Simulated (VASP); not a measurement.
Runs of VASP 6.6.1 on Cu. The structure is that of space group Im-3m (No. 229), or close to it. The cells are those of the table. 

| cell | gap on the mesh (eV) | pressure (GPa) |
| --- | --- | --- |
| a = 2.459 Å, angles 110.2, 110.2, 108.0°, 1 atom | none | -0.4 |
| a = 2.400 Å, angles 108.2, 108.2, 112.0°, 1 atom | none | 13.9 |
| a = 2.377 Å, angles 109.6, 109.6, 109.3°, 1 atom | none | 20.3 |
| a = 2.439 Å, angles 109.5, 109.5, 109.3°, 1 atom | none | (c) |
| a = 2.442 Å, angles 107.6, 107.6, 113.3°, 1 atom | none | 3.9 |
| a = 2.418 Å, angles 110.9, 110.9, 106.6°, 1 atom | none | (b) |
| a = 2.357 Å, angles 108.9, 108.9, 110.6°, 1 atom | none | 27.3 |
| a = 2.419 Å, angles 108.9, 108.9, 110.7°, 1 atom | none | (a) |
| a = 2.380 Å, angles 107.6, 107.6, 113.4°, 1 atom | none | 20.3 |
| a = 2.397 Å, angles 110.3, 110.3, 107.9°, 1 atom | none | 14.3 |

Alike in all rows: task single point; level PBEsol; potentials or basis VASP PAW PBE potentials, release 64 (Cu); no spin polarisation; k mesh 24 × 24 × 24; cutoff (eV) 520; smearing gaussian 0.15 eV.

**Question.** Estimate the missing entries.

**Answer.** (a) 8.4; (b) 9.1; (c) 3.7.

Caveats: the PAW data sets were made with another functional, which shifts forces and pressure a little.

A gap of «none» marks levels without a gap at the run's occupations.
